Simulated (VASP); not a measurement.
# CdSe (F-43m) in VASP: notebook

The runs below take CdSe through single point, relaxation of cell and atoms, with PBE, revPBE+D3(BJ).

Program: VASP 6.6.1. These are calculated values, not measurements. Logs are shortened: lines on timing, memory, paths and dates and some standing lists are left out, and cuts for length are marked.

## 1. The cell of the first run

It takes space group F-43m (No. 216, cubic). The conventional cell has a = 6.261 Å, b = 6.261 Å, c = 6.261 Å, α = 90.00°, β = 90.00°, γ = 90.00°. Cd (site symmetry -43m) has 4 Se at 2.71 Å within 3.6 Å. Within 3.6 Å of Se (site symmetry -43m) lie 4 Cd at 2.71 Å.

## 2. Single point, PBE

The input, INCAR:

```
  PREC = Accurate
  ENCUT = 520
  EDIFF = 1E-6
  ISMEAR = -1
  SIGMA = 0.05
  LREAL = False
  LASPH = True
  NELM = 80
  ALGO = Normal
  ISIF = 2
  LWAVE = False
  LCHARG = False
  GGA = PE
  NBANDS = 16
```

The input, KPOINTS:

```
regular mesh
0
Gamma
  8 8 8
```

The input, POSCAR:

```
CdSe
1.0
    0.0000000000      3.1304878824      3.1304878824
    3.1304878824      0.0000000000      3.1304878824
    3.1304878824      3.1304878824      0.0000000000
Cd Se
1 1
Direct
    0.0000000000      0.0000000000      0.0000000000
    0.2500000000      0.2500000000      0.2500000000
```

Potentials or basis: VASP PAW PBE potentials, release 64 (Cd, Se).

Run with:

```sh
cat potpaw_PBE.64/Cd/POTCAR potpaw_PBE.64/Se/POTCAR > POTCAR
mpirun -np 1 vasp_std > vasp.out
```

OUTCAR:

```text
PREC = Accurate
   ENCUT = 520
   EDIFF = 1E-6
   ISMEAR = -1
   LREAL = False
   LASPH = True
   NELM = 80
   ISIF = 2
   GGA = PE

 ion  position               nearest neighbor table
   1  0.000  0.000  0.000-   2 2.71   2 2.71   2 2.71   2 2.71
   2  0.250  0.250  0.250-   1 2.71   1 2.71   1 2.71   1 2.71

  LATTYP: Found a face centered cubic cell.
 ALAT       =     6.2609757648

  Lattice vectors:

 A1 = (   0.0000000000,   3.1304878824,   3.1304878824)
 A2 = (   3.1304878824,   0.0000000000,   3.1304878824)
 A3 = (   3.1304878824,   3.1304878824,   0.0000000000)

Analysis of symmetry for initial positions (statically):
=====================================================================
 Subroutine PRICEL returns:
 Original cell was already a primitive cell.

 Routine SETGRP: Setting up the symmetry group for a
 face centered cubic supercell.

 Subroutine GETGRP returns: Found 24 space group operations
 (whereof 24 operations were pure point group operations)
 out of a pool of 48 trial point group operations.

The static configuration has the point symmetry T_d .

Analysis of symmetry for dynamics (positions and initial velocities):
=====================================================================
 Subroutine PRICEL returns:
 Original cell was already a primitive cell.

 Routine SETGRP: Setting up the symmetry group for a
 face centered cubic supercell.

 Subroutine GETGRP returns: Found 24 space group operations
 (whereof 24 operations were pure point group operations)
 out of a pool of 48 trial point group operations.

The dynamic configuration has the point symmetry T_d .

 Subroutine INISYM returns: Found 24 space group operations
 (whereof 24 operations are pure point group operations),
 and found     1 'primitive' translations

----------------------------------------------------------------------------------------

                                     Primitive cell

  volume of cell :      61.3573

  direct lattice vectors                    reciprocal lattice vectors
     0.000000000  3.130487882  3.130487882    -0.159719513  0.159719513  0.159719513
     3.130487882  0.000000000  3.130487882     0.159719513 -0.159719513  0.159719513
     3.130487882  3.130487882  0.000000000     0.159719513  0.159719513 -0.159719513

  length of vectors
     4.427178420  4.427178420  4.427178420     0.276642311  0.276642311  0.276642311

  position of ions in fractional coordinates (direct lattice)
     0.000000000  0.000000000  0.000000000
     0.250000000  0.250000000  0.250000000

  ion indices of the primitive-cell ions
   primitive index   ion index
                 1           1
                 2           2

----------------------------------------------------------------------------------------

 KPOINTS: regular mesh

Automatic generation of k-mesh.
 Grid dimensions read from file:
 generate k-points for:    8    8    8

 Generating k-lattice:

  Cartesian coordinates                     Fractional coordinates (reciprocal lattice)
    -0.019964939  0.019964939  0.019964939     0.125000000  0.000000000  0.000000000
     0.019964939 -0.019964939  0.019964939     0.000000000  0.125000000  0.000000000
     0.019964939  0.019964939 -0.019964939     0.000000000  0.000000000  0.125000000

  Length of vectors
     0.034580289  0.034580289  0.034580289

  Shift w.r.t. Gamma in fractional coordinates (k-lattice)
     0.000000000  0.000000000  0.000000000

 Subroutine IBZKPT returns following result:
 ===========================================

 Found     29 irreducible k-points:

 Following reciprocal coordinates:
            Coordinates               Weight
  0.000000  0.000000  0.000000      1.000000
  0.125000  0.000000  0.000000      8.000000
  0.250000  0.000000  0.000000      8.000000
  0.375000  0.000000  0.000000      8.000000
  0.500000  0.000000  0.000000      4.000000
  0.125000  0.125000  0.000000      6.000000
[... 16 lines left out ...]
  0.500000  0.250000  0.125000     48.000000
 -0.375000  0.250000  0.125000     24.000000
 [... further k-points ...]
   k-points           NKPTS =     29   k-points in BZ     NKDIM =     29   number of bands    NBANDS=     16
   number of dos      NEDOS =    301   number of ions     NIONS =      2
   total plane-waves  NPLWV =  46656
   dimension x,y,z NGX =    36 NGY =   36 NGZ =   36
   dimension x,y,z NGXF=    72 NGYF=   72 NGZF=   72
   ions per type =               1   1
   NGX,Y,Z   is equivalent  to a cutoff of  13.52, 13.52, 13.52 a.u.
   NGXF,Y,Z  is equivalent  to a cutoff of  27.04, 27.04, 27.04 a.u.
 SYSTEM =  unknown system
   PREC   = accura    normal or accurate (medium, high low for compatibility)
   ISTART =      0    job   : 0-new  1-cont  2-samecut
   ICHARG =      2    charge: 1-file 2-atom 10-const
   ISPIN  =      1    spin polarized calculation?
   LNONCOLLINEAR =      F non collinear calculations
   LSORBIT =      F    spin-orbit coupling
   LASPH  =      T    aspherical Exc in radial PAW
   ENCUT  =  520.0 eV  38.22 Ry    6.18 a.u.   8.23  8.23  8.23*2*pi/ulx,y,z
   NELM   =     80;   NELMIN=  2; NELMDL= -5     # of ELM steps
   EDIFF  = 0.1E-05   stopping-criterion for ELM
   LREAL  =      F    real-space projection
   EDIFFG = 0.1E-04   stopping-criterion for IOM
   NSW    =      0    number of steps for IOM
   IBRION =     -1    ionic relax: 0-MD 1-quasi-New 2-CG
   NFREE  =      0    steps in history (QN), initial steepest desc. (CG)
   ISIF   =      2    stress and relaxation
   ISYM   =      2    0-nonsym 1-usesym 2-fastsym
   POTIM  = 0.5000    time-step for ionic-motion
   TEBEG  =    0.0;   TEEND  =   0.0 temperature during run
   PSTRESS=    0.0 pullay stress
   NELECT =      18.0000    total number of electrons
   NUPDOWN=      -1.0000    fix difference up-down
   EMIN   =  10.00;   EMAX   =-10.00  energy-range for DOS
   EFERMI =   0.00;   METHOD = LEGACY
   ISMEAR =    -1;   SIGMA  =   0.05  broadening in eV -4-tet -1-fermi 0-gaus
   EFERMI_NEDOS =   21; number of points for ismear=-14 and -15
   IALGO  =     38    algorithm
   IMIX   =      4    mixing-type and parameters
     AMIX     =   0.40;   BMIX     =  1.00
     AMIX_MAG =   1.60;   BMIX_MAG =  1.00
  volume/ion in A,a.u.               =      30.68       207.03
  Fermi-wavevector in a.u.,A,eV,Ry     =   1.087786  2.055618 16.099493  1.183279
  Thomas-Fermi vector in A             =   2.223954
   LORBIT       =      0    0 simple, 1 ext, 2 COOP (PROOUT), +10 PAW based schemes
   GGA     = PE    functional components
   LHFCALC =     F    Hartree Fock is set to
   AEXX    =    0.0000 exact exchange contribution
   IVDW    =     0    specifies the selected vdW correction
   LEPSILON=     F    determine dielectric tensor
   LRPA    =     F    only Hartree local field effects (RPA)
 non-spin polarized calculation
  energy-cutoff  :      520.00
  volume of cell :       61.36
 maximum number of plane-waves:      1676
 NGX is ok and might be reduce to    36
   NGX = 17   NGY = 17   NGZ = 17

 number of electron      18.0000002 magnetization

 Free energy of the ion-electron system (eV)
  ---------------------------------------------------
  ext. energy  EPLUGINS =         0.00000000
  ---------------------------------------------------
  free energy    TOTEN  =        -5.49413387 eV

  energy without entropy =       -5.49406043  energy(sigma->0) =       -5.49409715

 E-fermi :   0.5483     XC(G=0):  -8.4968

 val. band max:        0.2904389933   @ k =   0.0000   0.0000   0.0000
 cond. band min:       0.7186581203   @ k =   0.0000   0.0000   0.0000
 fundamental gap:      0.4282191270
 Fermi energy:         0.5483482218

 k-point     1 :       0.0000    0.0000    0.0000
  band No.  band energies     occupation
      1     -11.8544      2.00000
      2      -7.3909      2.00000
      3      -7.3909      2.00000
      4      -7.3909      2.00000
      5      -7.1023      2.00000
      6      -7.1023      2.00000
[... 8 lines left out ...]
     15      11.1878      0.00000
     16      11.1878      0.00000

 k-point     2 :       0.1250    0.0000    0.0000
  band No.  band energies     occupation
      1     -11.8110      2.00000
      2      -7.3775      2.00000
      3      -7.3775      2.00000
      4      -7.3479      2.00000
      5      -7.1029      2.00000
      6      -7.1029      2.00000
[... 8 lines left out ...]
     15      10.4887      0.00000
     16      10.4887      0.00000

 k-point     3 :       0.2500    0.0000    0.0000
  band No.  band energies     occupation
      1     -11.7050      2.00000
      2      -7.3482      2.00000
      3      -7.3482      2.00000
      4      -7.2096      2.00000
      5      -7.1004      2.00000
      6      -7.1004      2.00000
[... 8 lines left out ...]
     15      10.2492      0.00000
     16      10.2728      0.00000

 k-point     4 :       0.3750    0.0000    0.0000
  band No.  band energies     occupation
      1     -11.5980      2.00000
      2      -7.3250      2.00000
      3      -7.3250      2.00000
      4      -7.0907      2.00000
      5      -7.0907      2.00000
      6      -6.9952      2.00000
[... 8 lines left out ...]
     15      11.0440      0.00000
     16      11.0440      0.00000

 k-point     5 :       0.5000    0.0000    0.0000
  band No.  band energies     occupation
      1     -11.5536      2.00000
      2      -7.3175      2.00000
      3      -7.3175      2.00000
      4      -7.0841      2.00000
      5      -7.0841      2.00000
      6      -6.8681      2.00000
[... 8 lines left out ...]
     15      12.1350      0.00000
     16      12.1350      0.00000

 k-point     6 :       0.1250    0.1250    0.0000
  band No.  band energies     occupation
      1     -11.7965      2.00000
      2      -7.3644      2.00000
      3      -7.3644      2.00000
      4      -7.3511      2.00000
      5      -7.1106      2.00000
      6      -7.0957      2.00000
[... 8 lines left out ...]
     15      10.8727      0.00000
     16      11.3243      0.00000

 k-point     7 :       0.2500    0.1250    0.0000
  band No.  band energies     occupation
      1     -11.7116      2.00000
      2      -7.3439      2.00000
      3      -7.3332      2.00000
      4      -7.2515      2.00000
      5      -7.1111      2.00000
      6      -7.0894      2.00000
[... 8 lines left out ...]
     15      11.1362      0.00000
     16      11.4952      0.00000

 k-point     8 :       0.3750    0.1250    0.0000
  band No.  band energies     occupation
      1     -11.6052      2.00000
      2      -7.3212      2.00000
      3      -7.3068      2.00000
      4      -7.1324      2.00000
      5      -7.0824      2.00000
      6      -7.0261      2.00000
[... 8 lines left out ...]
     15      11.1657      0.00000
     16      11.6202      0.00000

 k-point     9 :       0.5000    0.1250    0.0000
  band No.  band energies     occupation
      1     -11.5402      2.00000
      2      -7.3088      2.00000
      3      -7.2981      2.00000
      4      -7.1037      2.00000
      5      -7.0822      2.00000
      6      -6.8580      2.00000
[... 8 lines left out ...]
     15      11.4780      0.00000
     16      12.1909      0.00000
[... 172 lines left out ...]
 k-point    19 :       0.5000    0.3750    0.0000
  band No.  band energies     occupation
      1     -11.4731      2.00000
      2      -7.2408      2.00000
      3      -7.2071      2.00000
      4      -7.1848      2.00000
      5      -7.0644      2.00000
      6      -6.8203      2.00000
[... 8 lines left out ...]
     15      12.5827      0.00000
     16      13.0053      0.00000

 k-point    20 :      -0.3750    0.3750    0.0000
  band No.  band energies     occupation
      1     -11.4672      2.00000
      2      -7.2612      2.00000
      3      -7.2215      2.00000
      4      -7.1515      2.00000
      5      -7.0792      2.00000
      6      -6.7514      2.00000
[... 8 lines left out ...]
     15      11.5699      0.00000
     16      13.6995      0.00000

 k-point    21 :       0.5000    0.5000    0.0000
  band No.  band energies     occupation
      1     -11.4587      2.00000
      2      -7.2294      2.00000
      3      -7.1904      2.00000
      4      -7.1904      2.00000
      5      -7.0572      2.00000
      6      -6.8140      2.00000
[... 8 lines left out ...]
     15      12.5402      0.00000
     16      13.0442      0.00000

 k-point    22 :       0.3750    0.2500    0.1250
  band No.  band energies     occupation
      1     -11.6267      2.00000
      2      -7.3152      2.00000
      3      -7.3004      2.00000
      4      -7.1722      2.00000
      5      -7.0924      2.00000
      6      -7.0605      2.00000
[... 8 lines left out ...]
     15      11.5676      0.00000
     16      12.5956      0.00000

 k-point    23 :       0.5000    0.2500    0.1250
  band No.  band energies     occupation
      1     -11.5417      2.00000
      2      -7.2929      2.00000
      3      -7.2795      2.00000
      4      -7.1331      2.00000
      5      -7.0848      2.00000
      6      -6.9027      2.00000
[... 8 lines left out ...]
     15      11.8185      0.00000
     16      12.6205      0.00000

 k-point    24 :      -0.3750    0.2500    0.1250
  band No.  band energies     occupation
      1     -11.5066      2.00000
      2      -7.2885      2.00000
      3      -7.2703      2.00000
      4      -7.1155      2.00000
      5      -7.0890      2.00000
      6      -6.8002      2.00000
[... 8 lines left out ...]
     15      11.7084      0.00000
     16      12.6101      0.00000

 [... further k-points ...]
[... 5 lines left out ...]
  --------------------------------------------------------------------------------------
  -------------------------------------------------------------------------------------
  Total       -0.4162538     -0.4162538     -0.4162538     -0.0000000     -0.0000000      0.0000000
  in kB      -10.8693290    -10.8693290    -10.8693290     -0.0000000     -0.0000000      0.0000000
  external PRESSURE =     -10.8693290 kB  Pullay stress =       0.0000000 kB

 VOLUME and BASIS-vectors are now :
 -----------------------------------------------------------------------------
  energy-cutoff  :      520.00
  volume of cell :       61.36
      direct lattice vectors                 reciprocal lattice vectors
     0.000000000  3.130487882  3.130487882    -0.159719513  0.159719513  0.159719513
     3.130487882  0.000000000  3.130487882     0.159719513 -0.159719513  0.159719513
     3.130487882  3.130487882  0.000000000     0.159719513  0.159719513 -0.159719513

 POSITION                                       TOTAL-FORCE (eV/Angst)
 -----------------------------------------------------------------------------------
      0.00000      0.00000      0.00000         0.000000      0.000000      0.000000
      1.56524      1.56524      1.56524        -0.000000     -0.000000     -0.000000
 -----------------------------------------------------------------------------------
    total drift:                               -0.000000     -0.000000     -0.000000

  FREE ENERGIE OF THE ION-ELECTRON SYSTEM (eV)
  ---------------------------------------------------
  free  energy   TOTEN  =        -5.4941338707 eV

  energy  without entropy=       -5.4940604307  energy(sigma->0) =       -5.49409715
```

Wall time 30 s (1 thread of Intel Xeon Platinum 8259CL at 2.50GHz (Skylake/Cascade Lake), shared host); peak memory 0.21 GiB.

Results:

```
Free energy            : -5.4941 eV
Pressure               : -1.1 GPa
Band gap on the k mesh : 0.43 eV, direct
```

## 3. Single point, PBE

This run uses another cell than the first one, of 28.94 Å³/atom, 0.943 times its volume.

The input, INCAR:

```
SYSTEM = CdSe
PREC = Accurate ; ENCUT = 520
EDIFF = 1E-6 ; ISMEAR = 0
SIGMA = 0.011 ; LREAL = .False.
LASPH = .True. ; NELM = 60
ALGO = Normal ; ISIF = 2
LWAVE = .False. ; LCHARG = .False.
GGA = PE ; NBANDS = 16
```

The input, KPOINTS:

```
Automatic mesh
0
Gamma
  8 8 8
  0 0 0
```

The input, POSCAR:

```
CdSe
1.0
    0.0000000000      3.0702711986      3.0702711986
    3.0702711986      0.0000000000      3.0702711986
    3.0702711986      3.0702711986      0.0000000000
Cd Se
1 1
Direct
    0.0000000000      0.0000000000      0.0000000000
    0.2500000000      0.2500000000      0.2500000000
```

Potentials or basis: VASP PAW PBE potentials, release 64 (Cd, Se).

Run with:

```sh
cat potpaw_PBE.64/Cd/POTCAR potpaw_PBE.64/Se/POTCAR > POTCAR
mpirun -np 1 vasp_std > vasp.out
```

It took 9.5 s on 1 thread of Intel Xeon 6975P-C (Granite Rapids), shared host; peak memory 0.18 GiB.

The run converged. Its results:

```
Free energy            : -5.4905 eV
Pressure               : 1.6 GPa
Band gap on the k mesh : 0.55 eV, direct
```

Levels at points of the mesh, in eV from the valence-band top:
| k point | band 6 | band 7 | band 8 | band 9 | band 10 | band 11 | band 12 | band 13 |
| --- | --- | --- | --- | --- | --- | --- | --- | --- |
| (0.00, 0.00, 0.00) | -7.50 | 0.00 | 0.00 | 0.00 | 0.55 | 5.93 | 5.93 | 5.93 |
| (0.50, 0.00, 0.00) | -7.22 | -4.22 | -0.71 | -0.71 | 2.36 | 6.44 | 6.44 | 7.34 |
| (0.50, 0.50, 0.00) | -7.16 | -3.95 | -1.76 | -1.76 | 3.19 | 3.73 | 8.98 | 10.05 |

## 4. Single point, PBE

This run uses another cell than the first one, of 29.75 Å³/atom, 0.970 times its volume.

The input, INCAR:

```
ALGO = Normal ; EDIFF = 1E-7
ENCUT = 520 ; GGA = PE
ISIF = 2 ; ISMEAR = -1
LASPH = True ; LCHARG = False
LREAL = False ; LWAVE = False
NBANDS = 16 ; NELM = 100
PREC = Accurate ; SIGMA = 0.05
```

The input, KPOINTS:

```
k-points
0
Gamma
  8 8 8
```

The input, POSCAR:

```
CdSe
1.0
    0.0000000000      3.0984184788      3.0984184788
    3.0984184788      0.0000000000      3.0984184788
    3.0984184788      3.0984184788      0.0000000000
Cd Se
1 1
Direct
    0.0000000000      0.0000000000      0.0000000000
    0.2500000000      0.2500000000      0.2500000000
```

Run with:

```sh
cat potpaw_PBE.64/Cd/POTCAR potpaw_PBE.64/Se/POTCAR > POTCAR
mpirun -np 1 vasp_std > vasp.out
```

It took 14 s on 1 thread of Intel Xeon 6975P-C (Granite Rapids), shared host; peak memory 0.21 GiB.

Results (log left out):

| Quantity | Value |
| --- | --- |
| Free energy | -5.4993 eV |
| Pressure | 0.2 GPa |
| Band gap on the k mesh | 0.49 eV, direct |

Levels at points of the mesh, in eV from the valence-band top:
```csv
k point,band 7,band 8,band 9,band 10,band 11,band 12
"(0.00, 0.00, 0.00)",0.00,0.00,0.00,0.49,5.93,5.93
"(0.50, 0.00, 0.00)",-4.07,-0.67,-0.67,2.32,6.42,6.42
"(0.50, 0.50, 0.00)",-3.83,-1.67,-1.67,3.24,3.69,8.86
```

[end of part 1 of 2]
